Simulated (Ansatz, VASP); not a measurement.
## One calculation of ZrB2, two programs

```xyz
3
Lattice="3.1334 0.0000 0.0000 -1.5667 2.7136 0.0000 0.0000 0.0000 3.4889" Properties=species:S:1:pos:R:3 pbc="T T T"
Zr    0.0000    0.0000    0.0000
B     0.0000    1.8091    1.7445
B     1.5667    0.9045    1.7445
```

Alike in both runs: functional LDA; k mesh 21 × 21 × 18; occupations fermi-dirac, width 0.15 eV; no spin polarisation.

Ansatz relaxed the structure, and its values are those at the end. VASP's run is a single point on that final structure, the one shown.

|  | VASP | Ansatz |
| --- | --- | --- |
| version | VASP 6.6.1 | Ansatz 0.2.0 |
| potentials or method | VASP PAW LDA potentials, release 64 (Zr_sv, B), cutoff 520 eV | scalar-relativistic, plane waves, PAW |
| valence electrons in the cell | 18 | 18 |

VASP gave:

```
gap on the k mesh at the Fermi level (eV) : none
pressure (GPa)                            : 0.5
```

Q: Which values does Ansatz return?

A: gap on the k mesh at the Fermi level (eV): none; pressure (GPa): 0.0.

Ansatz warns that its potentials were made for another functional, while VASP's fit it. LDA's correlation is that of Perdew and Zunger in VASP and of Perdew and Wang (1992) in Ansatz. A gap of «none» marks a metal or a gap that the smearing closes.
